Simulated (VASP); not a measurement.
# KCl (Pm-3m) in VASP: notebook

The runs below take KCl through single point, with r2SCAN, HSE06, LDA.

Everything below comes from runs of VASP 6.6.1. Logs are shortened: lines on timing, memory, paths and dates and some standing lists are left out, and cuts for length are marked.

## 1. The cell of the first run

The structure is cubic, space group Pm-3m (No. 221). Conventional cell: a = 3.771 Å, b = 3.771 Å, c = 3.771 Å, α = 90.00°, β = 90.00°, γ = 90.00°. Within 4.3 Å of K (site symmetry m-3m) lie 8 Cl at 3.27 Å and 6 K at 3.77 Å. Cl (site symmetry m-3m) has 8 K at 3.27 Å and 6 Cl at 3.77 Å within 4.3 Å.

## 2. Single point, r2SCAN

Input file POSCAR:

```
KCl
1.0
    3.7708085932      0.0000000000      0.0000000000
    0.0000000000      3.7708085932      0.0000000000
    0.0000000000      0.0000000000      3.7708085932
K Cl
1 1
Direct
    0.0000000000      0.0000000000      0.0000000000
    0.5000000000      0.5000000000      0.5000000000
```

Input file INCAR.step1:

```
SYSTEM = KCl
ALGO     = Normal         ! electronic algorithm
EDIFF    = 1E-4           ! SCF threshold, eV
ENCUT    = 520            ! plane-wave cutoff, eV
GGA      = PE             ! functional
ISMEAR   = -1             ! smearing method
LASPH    = .TRUE.         ! aspherical terms in the spheres
LCHARG   = .FALSE.        ! write CHGCAR
LREAL    = .FALSE.        ! projectors in reciprocal space
LWAVE    = .TRUE.         ! write WAVECAR
NBANDS   = 15             ! bands
NELM     = 100            ! most SCF steps
PREC     = Accurate       ! precision mode
SIGMA    = 0.001          ! smearing width, eV
```

Input file INCAR.step2:

```
SYSTEM = KCl
ALGO     = Normal         ! electronic algorithm
EDIFF    = 1E-7           ! SCF threshold, eV
ENCUT    = 520            ! plane-wave cutoff, eV
ISIF     = 2              ! what is computed and relaxed
ISMEAR   = -1             ! smearing method
ISTART   = 1            
LASPH    = .TRUE.         ! aspherical terms in the spheres
LCHARG   = .FALSE.        ! write CHGCAR
LMIXTAU  = .TRUE.       
LREAL    = .FALSE.        ! projectors in reciprocal space
LWAVE    = .FALSE.        ! write WAVECAR
METAGGA  = R2SCAN         ! meta-GGA
NBANDS   = 15             ! bands
NELM     = 100            ! most SCF steps
PREC     = Accurate       ! precision mode
SIGMA    = 0.001          ! smearing width, eV
```

Input file KPOINTS:

```
k-points
0
G
  6 6 6
  0 0 0
```

Potentials or basis: VASP PAW PBE potentials, release 64 (K_sv, Cl).

Run with:

```
cat potpaw_PBE.64/K_sv/POTCAR potpaw_PBE.64/Cl/POTCAR > POTCAR
cp INCAR.step1 INCAR
mpirun -np 1 vasp_std > vasp.out
cp INCAR.step2 INCAR
mpirun -np 1 vasp_std > vasp.out
```

OUTCAR:

```text
SYSTEM = KCl
   EDIFF = 1E-7
   ENCUT = 520
   ISIF = 2
   ISMEAR = -1
   ISTART = 1
   LASPH = .TRUE.
   LREAL = .FALSE.
   METAGGA = R2SCAN
   NELM = 100
   PREC = Accurate

 ion  position               nearest neighbor table
   1  0.000  0.000  0.000-
   2  0.500  0.500  0.500-

  LATTYP: Found a simple cubic cell.
 ALAT       =     3.7708085932

  Lattice vectors:

 A1 = (   3.7708085932,   0.0000000000,   0.0000000000)
 A2 = (   0.0000000000,   3.7708085932,   0.0000000000)
 A3 = (   0.0000000000,   0.0000000000,   3.7708085932)

Analysis of symmetry for initial positions (statically):
=====================================================================
 Subroutine PRICEL returns:
 Original cell was already a primitive cell.

 Routine SETGRP: Setting up the symmetry group for a
 simple cubic supercell.

 Subroutine GETGRP returns: Found 48 space group operations
 (whereof 48 operations were pure point group operations)
 out of a pool of 48 trial point group operations.

The static configuration has the point symmetry O_h .

Analysis of symmetry for dynamics (positions and initial velocities):
=====================================================================
 Subroutine PRICEL returns:
 Original cell was already a primitive cell.

 Routine SETGRP: Setting up the symmetry group for a
 simple cubic supercell.

 Subroutine GETGRP returns: Found 48 space group operations
 (whereof 48 operations were pure point group operations)
 out of a pool of 48 trial point group operations.

The dynamic configuration has the point symmetry O_h .

 Subroutine INISYM returns: Found 48 space group operations
 (whereof 48 operations are pure point group operations),
 and found     1 'primitive' translations

----------------------------------------------------------------------------------------

                                     Primitive cell

  volume of cell :      53.6171

  direct lattice vectors                    reciprocal lattice vectors
     3.770808593  0.000000000  0.000000000     0.265195110  0.000000000  0.000000000
     0.000000000  3.770808593  0.000000000     0.000000000  0.265195110  0.000000000
     0.000000000  0.000000000  3.770808593     0.000000000  0.000000000  0.265195110

  length of vectors
     3.770808593  3.770808593  3.770808593     0.265195110  0.265195110  0.265195110

  position of ions in fractional coordinates (direct lattice)
     0.000000000  0.000000000  0.000000000
     0.500000000  0.500000000  0.500000000

  ion indices of the primitive-cell ions
   primitive index   ion index
                 1           1
                 2           2

----------------------------------------------------------------------------------------

 KPOINTS: k-points

Automatic generation of k-mesh.
 Grid dimensions read from file:
 generate k-points for:    6    6    6

 Generating k-lattice:

  Cartesian coordinates                     Fractional coordinates (reciprocal lattice)
     0.044199185  0.000000000  0.000000000     0.166666667  0.000000000  0.000000000
     0.000000000  0.044199185  0.000000000     0.000000000  0.166666667  0.000000000
     0.000000000  0.000000000  0.044199185     0.000000000  0.000000000  0.166666667

  Length of vectors
     0.044199185  0.044199185  0.044199185

  Shift w.r.t. Gamma in fractional coordinates (k-lattice)
     0.000000000  0.000000000  0.000000000

 Subroutine IBZKPT returns following result:
 ===========================================

 Found     20 irreducible k-points:

 Following reciprocal coordinates:
            Coordinates               Weight
  0.000000  0.000000  0.000000      1.000000
  0.166667  0.000000  0.000000      6.000000
  0.333333  0.000000  0.000000      6.000000
  0.500000  0.000000  0.000000      3.000000
  0.166667  0.166667  0.000000     12.000000
  0.333333  0.166667  0.000000     24.000000
[... 12 lines left out ...]
  0.500000  0.500000  0.333333      6.000000
  0.500000  0.500000  0.500000      1.000000
   k-points           NKPTS =     20   k-points in BZ     NKDIM =     20   number of bands    NBANDS=     15
   number of dos      NEDOS =    301   number of ions     NIONS =      2
   total plane-waves  NPLWV =  21952
   dimension x,y,z NGX =    28 NGY =   28 NGZ =   28
   dimension x,y,z NGXF=    56 NGYF=   56 NGZF=   56
   ions per type =               1   1
   NGX,Y,Z   is equivalent  to a cutoff of  12.34, 12.34, 12.34 a.u.
   NGXF,Y,Z  is equivalent  to a cutoff of  24.69, 24.69, 24.69 a.u.
 SYSTEM =  KCl
   PREC   = accura    normal or accurate (medium, high low for compatibility)
   ISTART =      1    job   : 0-new  1-cont  2-samecut
   ICHARG =      0    charge: 1-file 2-atom 10-const
   ISPIN  =      1    spin polarized calculation?
   LNONCOLLINEAR =      F non collinear calculations
   LSORBIT =      F    spin-orbit coupling
   LASPH  =      T    aspherical Exc in radial PAW
   ENCUT  =  520.0 eV  38.22 Ry    6.18 a.u.   7.01  7.01  7.01*2*pi/ulx,y,z
[... 58 lines left out ...]
      2     -14.1924      2.00000
      3     -12.6521      2.00000
      4     -12.6521      2.00000
      5     -12.6521      2.00000
      6      -1.1738      2.00000
      7      -1.1738      2.00000
      8      -1.1738      2.00000
      9       4.8510      0.00000
     10       6.1342      0.00000
     11       6.1342      0.00000
     12      10.6457      0.00000
     13      10.6457      0.00000
     14      10.6457      0.00000
     15      13.6570      0.00000

 k-point     2 :       0.1667    0.0000    0.0000
  band No.  band energies     occupation
      1     -30.0376      2.00000
      2     -14.2288      2.00000
      3     -12.6430      2.00000
      4     -12.6430      2.00000
      5     -12.6238      2.00000
      6      -1.6828      2.00000
      7      -1.1775      2.00000
      8      -1.1775      2.00000
      9       5.4844      0.00000
     10       6.3756      0.00000
     11       6.7484      0.00000
     12      10.5489      0.00000
     13      10.5489      0.00000
     14      10.7894      0.00000
     15      12.6215      0.00000

 k-point     3 :       0.3333    0.0000    0.0000
  band No.  band energies     occupation
      1     -30.0259      2.00000
      2     -14.3065      2.00000
      3     -12.6247      2.00000
      4     -12.6247      2.00000
      5     -12.5557      2.00000
      6      -2.5070      2.00000
      7      -1.1861      2.00000
      8      -1.1861      2.00000
      9       6.8029      0.00000
     10       7.0363      0.00000
     11       7.9672      0.00000
     12      10.4878      0.00000
     13      10.4878      0.00000
     14      10.8671      0.00000
     15      11.1259      0.00000

 k-point     4 :       0.5000    0.0000    0.0000
  band No.  band energies     occupation
      1     -30.0201      2.00000
      2     -14.3473      2.00000
      3     -12.6155      2.00000
      4     -12.6155      2.00000
      5     -12.5164      2.00000
      6      -2.8604      2.00000
      7      -1.1909      2.00000
      8      -1.1909      2.00000
      9       7.5996      0.00000
     10       7.7787      0.00000
     11       8.3640      0.00000
     12       9.8793      0.00000
     13      10.5609      0.00000
     14      10.5609      0.00000
     15      11.3304      0.00000
[... 235 lines left out ...]
 k-point    18 :       0.5000    0.3333    0.3333
  band No.  band energies     occupation
      1     -29.9886      2.00000
      2     -13.8367      2.00000
      3     -12.8334      2.00000
      4     -12.8041      2.00000
      5     -12.7882      2.00000
      6      -2.3798      2.00000
      7      -2.1443      2.00000
      8      -2.0117      2.00000
      9       7.7165      0.00000
     10       8.2557      0.00000
     11       8.5095      0.00000
     12       9.8179      0.00000
     13       9.8372      0.00000
     14      10.2038      0.00000
     15      12.4702      0.00000

 k-point    19 :       0.5000    0.5000    0.3333
  band No.  band energies     occupation
      1     -29.9835      2.00000
      2     -13.7612      2.00000
      3     -12.8610      2.00000
      4     -12.8610      2.00000
      5     -12.7821      2.00000
      6      -2.3721      2.00000
      7      -2.3721      2.00000
      8      -2.0982      2.00000
      9       7.7408      0.00000
     10       8.6526      0.00000
     11       8.6526      0.00000
     12       9.3219      0.00000
     13      10.4466      0.00000
     14      10.4466      0.00000
     15      12.3104      0.00000

 k-point    20 :       0.5000    0.5000    0.5000
  band No.  band energies     occupation
      1     -29.9784      2.00000
      2     -13.7185      2.00000
      3     -12.8447      2.00000
      4     -12.8447      2.00000
      5     -12.8447      2.00000
      6      -2.4121      2.00000
      7      -2.4121      2.00000
      8      -2.4121      2.00000
      9       8.7135      0.00000
     10       8.7135      0.00000
     11       8.7135      0.00000
     12      10.0055      0.00000
     13      10.0055      0.00000
     14      10.0055      0.00000
     15      12.3402      0.00000

------------------------ aborting loop because EDIFF is reached ----------------------------------------

  FORCE on cell =-STRESS in cart. coord.  units (eV):
  Direction    XX          YY          ZZ          XY          YZ          ZX
  --------------------------------------------------------------------------------------
  -------------------------------------------------------------------------------------
  Total       -0.0137316     -0.0137316     -0.0137316      0.0000000     -0.0000000      0.0000000
  in kB       -0.4103248     -0.4103248     -0.4103248      0.0000000     -0.0000000      0.0000000
  external PRESSURE =      -0.4103248 kB  Pullay stress =       0.0000000 kB

 VOLUME and BASIS-vectors are now :
 -----------------------------------------------------------------------------
  energy-cutoff  :      520.00
  volume of cell :       53.62
      direct lattice vectors                 reciprocal lattice vectors
     3.770808593  0.000000000  0.000000000     0.265195110  0.000000000  0.000000000
     0.000000000  3.770808593  0.000000000     0.000000000  0.265195110  0.000000000
     0.000000000  0.000000000  3.770808593     0.000000000  0.000000000  0.265195110

 POSITION                                       TOTAL-FORCE (eV/Angst)
 -----------------------------------------------------------------------------------
      0.00000      0.00000      0.00000         0.000000      0.000000      0.000000
      1.88540      1.88540      1.88540         0.000000      0.000000      0.000000
 -----------------------------------------------------------------------------------
    total drift:                               -0.000000      0.000000      0.000000

  FREE ENERGIE OF THE ION-ELECTRON SYSTEM (eV)
  ---------------------------------------------------
  free  energy   TOTEN  =       -16.4076104602 eV

  energy  without entropy=      -16.4076104602  energy(sigma->0) =      -16.40761046
```

Wall time 46 s (1 thread of Intel Xeon Platinum 8259CL at 2.50GHz (Skylake/Cascade Lake), shared host); peak memory 0.17 GiB.

What came out:

```
Free energy            : -16.4076 eV
Pressure               : 0.0 GPa
Band gap on the k mesh : 5.81 eV, indirect (least direct gap 6.02 eV)
```

Levels at points of the mesh, in eV from the valence-band top:
```csv
k point,band 5,band 6,band 7,band 8,band 9,band 10,band 11,band 12
"(0.00, 0.00, 0.00)",-11.69,-0.22,-0.22,-0.22,5.81,7.09,7.09,11.60
"(0.50, 0.00, 0.00)",-11.56,-1.90,-0.23,-0.23,8.56,8.74,9.32,10.84
"(0.50, 0.50, 0.00)",-11.63,-1.30,-1.30,0.00,6.86,8.08,9.73,9.73
"(0.50, 0.50, 0.50)",-11.89,-1.45,-1.45,-1.45,9.67,9.67,9.67,10.96
```

Caveat: the PAW data sets were made with another functional, which shifts forces and pressure a little. r2SCAN opens gaps a little over a GGA but as a rule still falls short of measured ones.

## 3. Single point, r2SCAN

POSCAR is that of step 2.

Input file INCAR.step1:

```
SYSTEM = KCl
PREC = Accurate
ENCUT = 520
ISMEAR = 1
SIGMA = 0.2
LREAL = .FALSE.
LASPH = .TRUE.
NELM = 60
NBANDS = 15
GGA = PE
ALGO = Normal
EDIFF = 1E-4
LWAVE = .TRUE.
LCHARG = .FALSE.
```

Input file INCAR.step2:

```
SYSTEM = KCl
PREC = Accurate
ENCUT = 520
EDIFF = 1E-6
ISMEAR = 1
SIGMA = 0.2
LREAL = .FALSE.
LASPH = .TRUE.
NELM = 60
ALGO = Normal
ISIF = 2
LWAVE = .FALSE.
LCHARG = .FALSE.
METAGGA = R2SCAN
LMIXTAU = .TRUE.
NBANDS = 15
ISTART = 1
```

Input file KPOINTS:

```
Automatic mesh
0
G
  6 6 6
  0 0 0
```

Potentials or basis: VASP PAW PBE potentials, release 64 (K_sv, Cl).

Run with:

```
cat potpaw_PBE.64/K_sv/POTCAR potpaw_PBE.64/Cl/POTCAR > POTCAR
cp INCAR.step1 INCAR
mpirun -np 1 vasp_std > vasp.out
cp INCAR.step2 INCAR
mpirun -np 1 vasp_std > vasp.out
```

It took 48 s on 1 thread of Intel Xeon Platinum 8259CL at 2.50GHz (Skylake/Cascade Lake), shared host; peak memory 0.17 GiB.

Results (log left out):

| Quantity | Value |
| --- | --- |
| Free energy | -16.4041 eV |
| Pressure | -0.1 GPa |
| Band gap on the k mesh | 5.81 eV, indirect (least direct gap 6.03 eV) |

Levels at points of the mesh, in eV from the valence-band top:
| k point | band 4 | band 5 | band 6 | band 7 | band 8 | band 9 | band 10 | band 11 | band 12 | band 13 |
| --- | --- | --- | --- | --- | --- | --- | --- | --- | --- | --- |
| (0.00, 0.00, 0.00) | -11.69 | -11.69 | -0.22 | -0.22 | -0.22 | 5.81 | 7.09 | 7.09 | 11.61 | 11.61 |
| (0.50, 0.00, 0.00) | -11.65 | -11.56 | -1.90 | -0.23 | -0.23 | 8.56 | 8.74 | 9.32 | 10.84 | 11.52 |
| (0.50, 0.50, 0.00) | -11.95 | -11.63 | -1.30 | -1.30 | 0.00 | 6.86 | 8.09 | 9.73 | 9.73 | 12.69 |
| (0.50, 0.50, 0.50) | -11.88 | -11.88 | -1.45 | -1.45 | -1.45 | 9.67 | 9.67 | 9.67 | 10.96 | 10.96 |

Caveat: the PAW data sets were made with another functional, which shifts forces and pressure a little.

## 4. Single point, HSE06

POSCAR is that of step 3.

Input file INCAR.step1:

```
PREC = Accurate
ENCUT = 520
EDIFF = 1E-5
ISMEAR = 0
SIGMA = 0.01
LREAL = False
LASPH = True
NELM = 100
ALGO = Normal
ISIF = 2
LWAVE = True
LCHARG = False
NBANDS = 15
GGA = PE
```

Input file INCAR.step2:

```
PREC = Accurate
ENCUT = 520
EDIFF = 1E-6
ISMEAR = 0
SIGMA = 0.01
LREAL = False
LASPH = True
NELM = 100
ALGO = Normal
ISIF = 2
LWAVE = False
LCHARG = False
GGA = PE
LHFCALC = True
HFSCREEN = 0.2079
PRECFOCK = Normal
NBANDS = 15
ISTART = 1
```

Input file KPOINTS:

```
regular mesh
0
Gamma
  4 4 4
```

Run with:

```
cat potpaw_PBE.64/K_sv/POTCAR potpaw_PBE.64/Cl/POTCAR > POTCAR
cp INCAR.step1 INCAR
mpirun -np 1 vasp_std > vasp.out
cp INCAR.step2 INCAR
mpirun -np 1 vasp_std > vasp.out
```

It took 5.2 min on 1 thread of AMD EPYC 7R13 (Zen 3), shared host; peak memory 0.23 GiB.

It converged, with:

| Quantity | Value |
| --- | --- |
| Free energy | -7.7126 eV |
| Pressure | 0.7 GPa |
| Band gap on the k mesh | 6.37 eV, indirect (least direct gap 6.60 eV) |

Levels at points of the mesh, in eV from the valence-band top:
| k point | band 5 | band 6 | band 7 | band 8 | band 9 | band 10 | band 11 | band 12 |
| --- | --- | --- | --- | --- | --- | --- | --- | --- |
| (0.00, 0.00, 0.00) | -12.11 | -0.23 | -0.23 | -0.23 | 6.37 | 7.95 | 7.95 | 12.64 |
| (0.50, 0.00, 0.00) | -11.98 | -2.02 | -0.24 | -0.24 | 9.36 | 9.54 | 10.09 | 11.57 |
| (0.50, 0.50, 0.00) | -12.04 | -1.38 | -1.38 | 0.00 | 7.60 | 8.86 | 10.64 | 10.64 |
| (0.50, 0.50, 0.50) | -12.31 | -1.53 | -1.53 | -1.53 | 10.37 | 10.37 | 10.37 | 11.91 |

Caveat: the PAW data sets were made with another functional, which shifts forces and pressure a little.

## 5. Single point, LDA

Input file INCAR:

```
SYSTEM = KCl
ALGO     = Normal         ! electronic algorithm
EDIFF    = 1E-6           ! SCF threshold, eV
ENCUT    = 500            ! plane-wave cutoff, eV
GGA      = CA             ! functional
GGA_COMPAT= .FALSE.      
ISIF     = 2              ! what is computed and relaxed
ISMEAR   = 0              ! smearing method
LASPH    = .TRUE.         ! aspherical terms in the spheres
LCHARG   = .FALSE.        ! write CHGCAR
LREAL    = .FALSE.        ! projectors in reciprocal space
LWAVE    = .FALSE.        ! write WAVECAR
NBANDS   = 15             ! bands
NELM     = 120            ! most SCF steps
PREC     = Accurate       ! precision mode
SIGMA    = 0.01           ! smearing width, eV
```

Input file KPOINTS:

```
k-points
0
G
  2 2 2
  0 0 0
```

POSCAR is that of step 4.

Potentials or basis: VASP PAW LDA potentials, release 64 (K_sv, Cl).

Run with:

```
cat potpaw_LDA.64/K_sv/POTCAR potpaw_LDA.64/Cl/POTCAR > POTCAR
mpirun -np 1 vasp_std > vasp.out
```

It took 4.8 s on 1 thread of Intel Xeon Platinum 8175M at 2.50GHz (Skylake/Cascade Lake), shared host; peak memory 0.13 GiB.

Results (log left out):

```
Free energy            : -7.0478 eV
Pressure               : -0.8 GPa
Band gap on the k mesh : 4.46 eV, indirect (least direct gap 4.69 eV)
```

Levels at points of the mesh, in eV from the valence-band top:
| k point | band 4 | band 5 | band 6 | band 7 | band 8 | band 9 | band 10 | band 11 | band 12 | band 13 |
| --- | --- | --- | --- | --- | --- | --- | --- | --- | --- | --- |
| (0.00, 0.00, 0.00) | -11.42 | -11.42 | -0.23 | -0.23 | -0.23 | 4.46 | 6.03 | 6.03 | 10.44 | 10.44 |
| (0.50, 0.00, 0.00) | -11.38 | -11.19 | -2.05 | -0.26 | -0.26 | 7.43 | 7.46 | 8.10 | 9.78 | 10.30 |
| (0.50, 0.50, 0.00) | -11.70 | -11.35 | -1.35 | -1.35 | 0.00 | 5.68 | 6.90 | 8.58 | 8.58 | 11.24 |
| (0.50, 0.50, 0.50) | -11.63 | -11.63 | -1.53 | -1.53 | -1.53 | 8.48 | 8.48 | 8.48 | 9.76 | 9.76 |

Caveat: the k points lie up to 0.83 Å⁻¹ apart.

## 6. Summary

| level | potentials or basis | k mesh | cutoff (eV) | smearing | grid for exact exchange (PRECFOCK) | screening parameter | gap on the mesh (eV) | pressure (GPa) |
| --- | --- | --- | --- | --- | --- | --- | --- | --- |
| r2SCAN | VASP PAW PBE potentials, release 64 (K_sv, Cl) | 6 × 6 × 6 | 520 | fermi-dirac 0.001 eV | - | - | 5.81 | 0.0 |
| r2SCAN | VASP PAW PBE potentials, release 64 (K_sv, Cl) | 6 × 6 × 6 | 520 | methfessel-paxton 0.2 eV | - | - | 5.81 | -0.1 |
| HSE06 | VASP PAW PBE potentials, release 64 (K_sv, Cl) | 4 × 4 × 4 | 520 | gaussian 0.01 eV | Normal | 0.2079 1/Å | 6.37 | 0.7 |
| LDA | VASP PAW LDA potentials, release 64 (K_sv, Cl) | 2 × 2 × 2 | 500 | gaussian 0.01 eV | - | - | 4.46 | -0.8 |

Alike in all rows: task single point; no spin polarisation; cell as given.

Caveats: some runs use coarse meshes; the PAW data sets were made with another functional, which shifts forces and pressure a little (some runs).

Absolute energies hang on the potentials; compare differences alone.
